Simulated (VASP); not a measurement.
# SrC2 (I4/mmm) in VASP: further runs

SrC2 is run at these levels: LDA; tasks: single point, relaxation of cell and atoms.

All numbers are computed with VASP 6.6.1; they aren't measurements. Logs are shortened: lines on timing, memory, paths and dates and some standing lists are left out, and cuts for length are marked.

### Step 1. The cell of the first run

The structure is tetragonal, space group I4/mmm (No. 139). Conventional cell: a = 3.991 Å, b = 3.991 Å, c = 6.685 Å, α = 90.00°, β = 90.00°, γ = 90.00°. Sr (site symmetry 4/mmm) has 10 C at 2.72 to 2.89 Å within 3.6 Å. C (site symmetry 4mm) has 1 C at 1.25 Å within 1.7 Å.

### Step 2. Single point, LDA

Input file INCAR:

```
PREC = Accurate
ENCUT = 520
EDIFF = 1E-6
ISMEAR = 0
SIGMA = 0.02
LREAL = F
LASPH = T
NELM = 100
ALGO = Normal
ISIF = 2
LWAVE = F
LCHARG = T
LELF = T
LVHAR = T
NBANDS = 16
```

Input file KPOINTS:

```
Automatic mesh
0
Gamma
  10 10 10
```

Input file POSCAR:

```
SrC2
1.0
   -1.9956891563      1.9956891563      3.3423800679
    1.9956891563     -1.9956891563      3.3423800679
    1.9956891563      1.9956891563     -3.3423800679
Sr C
1 2
Direct
    0.0000000000      0.0000000000      0.0000000000
    0.4063771331      0.4063771331      0.0000000000
    0.5936228669      0.5936228669      0.0000000000
```

Potentials or basis: VASP PAW LDA potentials, release 64 (Sr_sv, C).

Started as:

```
> cat potpaw_LDA.64/Sr_sv/POTCAR potpaw_LDA.64/C/POTCAR > POTCAR
> mpirun -np 1 vasp_std > vasp.out
```

OUTCAR:

```text
PREC = Accurate
   ENCUT = 520
   EDIFF = 1E-6
   ISMEAR = 0
   LREAL = F
   LASPH = T
   NELM = 100
   ISIF = 2

 ion  position               nearest neighbor table
   1  0.000  0.000  0.000-   2 2.72   3 2.72   3 2.89   2 2.89   3 2.89   3 2.89   3 2.89   2 2.89
                             2 2.89   2 2.89
   2  0.406  0.406  0.000-   3 1.25   1 2.72   1 2.89   1 2.89   1 2.89   1 2.89
   3  0.594  0.594  0.000-   2 1.25   1 2.72   1 2.89   1 2.89   1 2.89   1 2.89

  LATTYP: Found a body centered tetragonal cell.
 ALAT       =     3.9913783126
 C/A-ratio  =     1.6747999343

  Lattice vectors:

 A1 = (  -1.9956891563,   1.9956891563,   3.3423800679)
 A2 = (   1.9956891563,  -1.9956891563,   3.3423800679)
 A3 = (   1.9956891563,   1.9956891563,  -3.3423800679)

Analysis of symmetry for initial positions (statically):
=====================================================================
 Subroutine PRICEL returns:
 Original cell was already a primitive cell.

 Routine SETGRP: Setting up the symmetry group for a
 body centered tetragonal supercell.

 Subroutine GETGRP returns: Found 16 space group operations
 (whereof 16 operations were pure point group operations)
 out of a pool of 16 trial point group operations.

The static configuration has the point symmetry D_4h.

Analysis of symmetry for dynamics (positions and initial velocities):
=====================================================================
 Subroutine PRICEL returns:
 Original cell was already a primitive cell.

 Routine SETGRP: Setting up the symmetry group for a
 body centered tetragonal supercell.

 Subroutine GETGRP returns: Found 16 space group operations
 (whereof 16 operations were pure point group operations)
 out of a pool of 16 trial point group operations.

The dynamic configuration has the point symmetry D_4h.

 Subroutine INISYM returns: Found 16 space group operations
 (whereof 16 operations are pure point group operations),
 and found     1 'primitive' translations

----------------------------------------------------------------------------------------

                                     Primitive cell

  volume of cell :      53.2478

  direct lattice vectors                    reciprocal lattice vectors
    -1.995689156  1.995689156  3.342380068     0.000000000  0.250540019  0.149593999
     1.995689156 -1.995689156  3.342380068     0.250540019  0.000000000  0.149593999
     1.995689156  1.995689156 -3.342380068     0.250540019  0.250540019  0.000000000

  length of vectors
     4.374591974  4.374591974  4.374591974     0.291802443  0.291802443  0.354317093

  position of ions in fractional coordinates (direct lattice)
     0.000000000  0.000000000  0.000000000
     0.406377133  0.406377133  0.000000000
     0.593622867  0.593622867  0.000000000

  ion indices of the primitive-cell ions
   primitive index   ion index
                 1           1
                 2           2
                 3           3

----------------------------------------------------------------------------------------

 KPOINTS: Automatic mesh

Automatic generation of k-mesh.
 Grid dimensions read from file:
 generate k-points for:   10   10   10

 Generating k-lattice:

  Cartesian coordinates                     Fractional coordinates (reciprocal lattice)
     0.000000000  0.025054002  0.014959400     0.100000000  0.000000000 -0.000000000
     0.025054002  0.000000000  0.014959400     0.000000000  0.100000000 -0.000000000
     0.025054002  0.025054002  0.000000000     0.000000000  0.000000000  0.100000000

  Length of vectors
     0.029180244  0.029180244  0.035431709

  Shift w.r.t. Gamma in fractional coordinates (k-lattice)
     0.000000000  0.000000000  0.000000000

 Subroutine IBZKPT returns following result:
 ===========================================

 Found    102 irreducible k-points:

 Following reciprocal coordinates:
            Coordinates               Weight
  0.000000  0.000000  0.000000      1.000000
  0.100000 -0.000000  0.000000      8.000000
  0.200000 -0.000000  0.000000      8.000000
  0.300000 -0.000000  0.000000      8.000000
  0.400000 -0.000000  0.000000      8.000000
  0.500000 -0.000000  0.000000      4.000000
[... 16 lines left out ...]
  0.300000  0.300000  0.000000      8.000000
  0.400000  0.300000  0.000000     16.000000
 [... further k-points ...]
   k-points           NKPTS =    102   k-points in BZ     NKDIM =    102   number of bands    NBANDS=     16
   number of dos      NEDOS =    301   number of ions     NIONS =      3
   total plane-waves  NPLWV =  46656
   dimension x,y,z NGX =    36 NGY =   36 NGZ =   36
   dimension x,y,z NGXF=    72 NGYF=   72 NGZF=   72
   ions per type =               1   2
   NGX,Y,Z   is equivalent  to a cutoff of  13.68, 13.68, 13.68 a.u.
   NGXF,Y,Z  is equivalent  to a cutoff of  27.36, 27.36, 27.36 a.u.
 SYSTEM =  unknown system
   PREC   = accura    normal or accurate (medium, high low for compatibility)
   ISTART =      0    job   : 0-new  1-cont  2-samecut
   ICHARG =      2    charge: 1-file 2-atom 10-const
   ISPIN  =      1    spin polarized calculation?
   LNONCOLLINEAR =      F non collinear calculations
   LSORBIT =      F    spin-orbit coupling
   LASPH  =      T    aspherical Exc in radial PAW
   ENCUT  =  520.0 eV  38.22 Ry    6.18 a.u.   8.13  8.13  8.13*2*pi/ulx,y,z
   NELM   =    100;   NELMIN=  2; NELMDL= -5     # of ELM steps
   EDIFF  = 0.1E-05   stopping-criterion for ELM
   LREAL  =      F    real-space projection
   EDIFFG = 0.1E-04   stopping-criterion for IOM
   NSW    =      0    number of steps for IOM
   IBRION =     -1    ionic relax: 0-MD 1-quasi-New 2-CG
   NFREE  =      0    steps in history (QN), initial steepest desc. (CG)
   ISIF   =      2    stress and relaxation
   ISYM   =      2    0-nonsym 1-usesym 2-fastsym
   POTIM  = 0.5000    time-step for ionic-motion
   TEBEG  =    0.0;   TEEND  =   0.0 temperature during run
   PSTRESS=    0.0 pullay stress
   NELECT =      18.0000    total number of electrons
   NUPDOWN=      -1.0000    fix difference up-down
   EMIN   =  10.00;   EMAX   =-10.00  energy-range for DOS
   EFERMI =   0.00;   METHOD = LEGACY
   ISMEAR =     0;   SIGMA  =   0.02  broadening in eV -4-tet -1-fermi 0-gaus
   EFERMI_NEDOS =   21; number of points for ismear=-14 and -15
   IALGO  =     38    algorithm
   IMIX   =      4    mixing-type and parameters
     AMIX     =   0.40;   BMIX     =  1.00
     AMIX_MAG =   1.60;   BMIX_MAG =  1.00
  volume/ion in A,a.u.               =      17.75       119.78
  Fermi-wavevector in a.u.,A,eV,Ry     =   1.140421  2.155083 17.695187  1.300560
  Thomas-Fermi vector in A             =   2.277123
   LORBIT       =      0    0 simple, 1 ext, 2 COOP (PROOUT), +10 PAW based schemes
   GGA     = CA    functional components
   LHFCALC =     F    Hartree Fock is set to
   AEXX    =    0.0000 exact exchange contribution
   IVDW    =     0    specifies the selected vdW correction
   LEPSILON=     F    determine dielectric tensor
   LRPA    =     F    only Hartree local field effects (RPA)
 non-spin polarized calculation
 Gauss-broadening in eV      SIGMA  =   0.02
  energy-cutoff  :      520.00
  volume of cell :       53.25
 maximum number of plane-waves:      1472
 NGX is ok and might be reduce to    36
   NGX = 17   NGY = 17   NGZ = 17

 number of electron      18.0000000 magnetization

 Free energy of the ion-electron system (eV)
  ---------------------------------------------------
  ext. energy  EPLUGINS =         0.00000000
  ---------------------------------------------------
  free energy    TOTEN  =       -21.77700359 eV

  energy without entropy =      -21.77700359  energy(sigma->0) =      -21.77700359

 E-fermi :   1.0197     XC(G=0):  -9.6652

 val. band max:        0.8794906566   @ k =  -0.4000  -0.4000   0.4000
 cond. band min:       2.1300575070   @ k =   0.5000   0.5000   0.0000
 fundamental gap:      1.2505668504
 Fermi energy:         1.0196873335

 k-point     1 :       0.0000    0.0000    0.0000
  band No.  band energies     occupation
      1     -31.9036      2.00000
      2     -14.0022      2.00000
      3     -14.0022      2.00000
      4     -13.8948      2.00000
      5     -11.5761      2.00000
      6      -1.5107      2.00000
[... 8 lines left out ...]
     15      10.8452      0.00000
     16      10.8865      0.00000

 k-point     2 :       0.1000   -0.0000    0.0000
  band No.  band energies     occupation
      1     -31.9013      2.00000
      2     -14.0691      2.00000
      3     -14.0006      2.00000
      4     -13.9061      2.00000
      5     -11.4919      2.00000
      6      -1.8636      2.00000
[... 8 lines left out ...]
     15      10.7471      0.00000
     16      11.1176      0.00000

 k-point     3 :       0.2000   -0.0000    0.0000
  band No.  band energies     occupation
      1     -31.8951      2.00000
      2     -14.2345      2.00000
      3     -13.9964      2.00000
      4     -13.9267      2.00000
      5     -11.2890      2.00000
      6      -2.2866      2.00000
[... 8 lines left out ...]
     15      10.2853      0.00000
     16      10.5803      0.00000

 k-point     4 :       0.3000   -0.0000    0.0000
  band No.  band energies     occupation
      1     -31.8875      2.00000
      2     -14.4155      2.00000
      3     -13.9912      2.00000
      4     -13.9490      2.00000
      5     -11.0628      2.00000
      6      -2.6510      2.00000
[... 8 lines left out ...]
     15       9.4635      0.00000
     16       9.9918      0.00000

 k-point     5 :       0.4000   -0.0000    0.0000
  band No.  band energies     occupation
      1     -31.8813      2.00000
      2     -14.5472      2.00000
      3     -13.9868      2.00000
      4     -13.9663      2.00000
      5     -10.8932      2.00000
      6      -2.9026      2.00000
[... 8 lines left out ...]
     15       9.4180      0.00000
     16       9.9978      0.00000

 k-point     6 :       0.5000   -0.0000    0.0000
  band No.  band energies     occupation
      1     -31.8790      2.00000
      2     -14.5947      2.00000
      3     -13.9852      2.00000
      4     -13.9728      2.00000
      5     -10.8308      2.00000
      6      -2.9932      2.00000
[... 8 lines left out ...]
     15       9.7933      0.00000
     16       9.9099      0.00000

 k-point     7 :       0.1000    0.1000    0.0000
  band No.  band energies     occupation
      1     -31.8982      2.00000
      2     -14.1120      2.00000
      3     -14.0292      2.00000
      4     -13.9228      2.00000
      5     -11.4067      2.00000
      6      -2.2380      2.00000
[... 8 lines left out ...]
     15      10.4474      0.00000
     16      10.6394      0.00000

 k-point     8 :       0.2000    0.1000    0.0000
  band No.  band energies     occupation
      1     -31.8918      2.00000
      2     -14.2546      2.00000
      3     -14.0381      2.00000
      4     -13.9414      2.00000
      5     -11.2325      2.00000
      6      -2.5605      2.00000
[... 8 lines left out ...]
     15       9.5140      0.00000
     16      10.2943      0.00000

 k-point     9 :       0.3000    0.1000    0.0000
  band No.  band energies     occupation
      1     -31.8845      2.00000
      2     -14.4157      2.00000
      3     -14.0318      2.00000
      4     -13.9605      2.00000
      5     -11.0487      2.00000
      6      -2.7983      2.00000
[... 8 lines left out ...]
     15       9.8738      0.00000
     16      10.0743      0.00000
[... 172 lines left out ...]
 k-point    19 :       0.5000    0.2000    0.0000
  band No.  band energies     occupation
      1     -31.8741      2.00000
      2     -14.4873      2.00000
      3     -14.0848      2.00000
      4     -13.9825      2.00000
      5     -11.0145      2.00000
      6      -2.6025      2.00000
[... 8 lines left out ...]
     15      10.1052      0.00000
     16      10.2121      0.00000

 k-point    20 :      -0.4000    0.2000    0.0000
  band No.  band energies     occupation
      1     -31.8774      2.00000
      2     -14.4450      2.00000
      3     -14.0809      2.00000
      4     -13.9640      2.00000
      5     -11.0565      2.00000
      6      -2.3468      2.00000
[... 8 lines left out ...]
     15      10.3974      0.00000
     16      10.7756      0.00000

 k-point    21 :      -0.3000    0.2000   -0.0000
  band No.  band energies     occupation
      1     -31.8835      2.00000
      2     -14.3512      2.00000
      3     -14.0855      2.00000
      4     -13.9412      2.00000
      5     -11.1304      2.00000
      6      -2.0235      2.00000
[... 8 lines left out ...]
     15      10.2431      0.00000
     16      10.6497      0.00000

 k-point    22 :      -0.2000    0.2000    0.0000
  band No.  band energies     occupation
      1     -31.8900      2.00000
      2     -14.2556      2.00000
      3     -14.0752      2.00000
      4     -13.9238      2.00000
      5     -11.2164      2.00000
      6      -1.7112      2.00000
[... 8 lines left out ...]
     15       9.5921      0.00000
     16      10.7030      0.00000

 k-point    23 :       0.3000    0.3000    0.0000
  band No.  band energies     occupation
      1     -31.8737      2.00000
      2     -14.3468      2.00000
      3     -14.2026      2.00000
      4     -13.9899      2.00000
      5     -11.0978      2.00000
      6      -2.6937      2.00000
[... 8 lines left out ...]
     15      10.0352      0.00000
     16      10.4465      0.00000

 k-point    24 :       0.4000    0.3000    0.0000
  band No.  band energies     occupation
      1     -31.8701      2.00000
      2     -14.3650      2.00000
      3     -14.2005      2.00000
      4     -13.9964      2.00000
      5     -11.1482      2.00000
      6      -2.4889      2.00000
[... 8 lines left out ...]
     15      10.0738      0.00000
     16      10.3809      0.00000

 [... further k-points ...]

------------------------ aborting loop because EDIFF is reached ----------------------------------------

  FORCE on cell =-STRESS in cart. coord.  units (eV):
  Direction    XX          YY          ZZ          XY          YZ          ZX
  --------------------------------------------------------------------------------------
  -------------------------------------------------------------------------------------
  Total        0.0833385      0.0833385      0.2180345      0.0000000     -0.0000000      0.0000000
  in kB        2.5075784      2.5075784      6.5604594      0.0000000     -0.0000000      0.0000000
  external PRESSURE =       3.8585387 kB  Pullay stress =       0.0000000 kB

 VOLUME and BASIS-vectors are now :
 -----------------------------------------------------------------------------
  energy-cutoff  :      520.00
  volume of cell :       53.25
      direct lattice vectors                 reciprocal lattice vectors
    -1.995689156  1.995689156  3.342380068     0.000000000  0.250540019  0.149593999
     1.995689156 -1.995689156  3.342380068     0.250540019  0.000000000  0.149593999
     1.995689156  1.995689156 -3.342380068     0.250540019  0.250540019  0.000000000

 POSITION                                       TOTAL-FORCE (eV/Angst)
 -----------------------------------------------------------------------------------
      0.00000      0.00000      0.00000        -0.000000     -0.000000      0.000000
      0.00000      0.00000      2.71653         0.000000      0.000000     -0.093704
      0.00000      0.00000      3.96823        -0.000000     -0.000000      0.093704
 -----------------------------------------------------------------------------------
    total drift:                                0.000000      0.000000      0.000000

  FREE ENERGIE OF THE ION-ELECTRON SYSTEM (eV)
  ---------------------------------------------------
  free  energy   TOTEN  =       -21.7770035899 eV

  energy  without entropy=      -21.7770035899  energy(sigma->0) =      -21.77700359
```

Wall time 2.7 min (1 thread of Intel Xeon Platinum 8259CL at 2.50GHz (Skylake/Cascade Lake), shared host); peak memory 0.23 GiB.

Results:

```
Free energy            : -21.7770 eV
Pressure               : 0.4 GPa
Largest force          : 0.094 eV/Å
Band gap on the k mesh : 1.25 eV (least direct gap 2.14 eV)
```

Forces on the atoms (eV/Å):
```
Sr   0.000  0.000  0.000
C    0.000  0.000 -0.094
C    0.000  0.000  0.094
```

(Part 1 of 2 ends here.)
